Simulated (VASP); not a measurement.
Here is a VASP 6.6.1 calculation.

File INCAR:

```
SYSTEM = H8SO6
ALGO = Normal ; EDIFF = 1E-6
ENCUT = 520 ; GGA = PE
GGA_COMPAT = .FALSE. ; ISIF = 2
ISMEAR = -1 ; IVDW = 12
LASPH = .TRUE. ; LCHARG = .FALSE.
LREAL = .FALSE. ; LWAVE = .FALSE.
NBANDS = 38 ; NELM = 120
PREC = Accurate ; SIGMA = 0.02
```

KPOINTS

```
k-points
0
G
  1 1 1
  0 0 0
```

File POSCAR:

```
H8SO6
1.0
    6.3180300000      0.0000000000      0.0000000000
    0.0000000000      6.3180300000      0.0000000000
    0.0000000000      0.0000000000      6.3180300000
O H S
6 8 1
Direct
    0.7566757359      1.0873167744      1.0008974316
    0.6694808350      0.8084007198      0.6989837022
    0.6389649938      0.5521974413      0.2948387393
    0.2706539855      0.4356104672      0.4691177471
   -0.0914525572     -0.0737413403      1.4143807484
    0.1753711204      0.0398067119      1.1507226145
    0.6063124107      1.0943442814      0.9558517449
    0.8161246464      1.0094918828      0.8662826862
    0.6365433529      0.8605213967      0.5708899768
    0.5618206941      0.7514209334      0.7850231797
    0.6094146435      0.7015952757      0.2996820211
    0.7692745998      0.5351509885      0.2181692711
    0.1940320005      0.5598580570      0.5065819567
    0.3500141658      0.4312736723      0.3237084977
   -0.0130736954      0.1056025375      1.2795127595
```

Potentials or basis: VASP PAW PBE potentials, release 64 (O, H, S).

The run is started by

```console
$ cat potpaw_PBE.64/O/POTCAR potpaw_PBE.64/H/POTCAR potpaw_PBE.64/S/POTCAR > POTCAR
$ mpirun -np 1 vasp_gam > vasp.out
```

Problem. Estimate the largest force.

Solution. 5.189 eV/Å.

Problem. What does it give for the dispersion energy per atom?

Solution. -0.032 eV.

Forces on the atoms (eV/Å):
```
O   -0.065 -0.813 -2.613
O    2.789 -1.089  4.237
O   -0.519 -0.755 -0.200
O    1.260 -2.144 -1.613
O    0.591  1.765 -1.189
O   -1.485  0.904  1.002
H    0.486  0.184  0.661
H   -0.791  0.719  1.854
H   -1.477  1.440 -3.865
H   -1.460 -0.504  0.155
H    0.198  0.396 -0.153
H    0.454  0.154 -0.281
H   -0.352  1.049 -0.652
H   -1.249  1.029  2.541
S    1.619 -2.334  0.117
```

Caveat: the k points lie up to 0.99 Å⁻¹ apart.
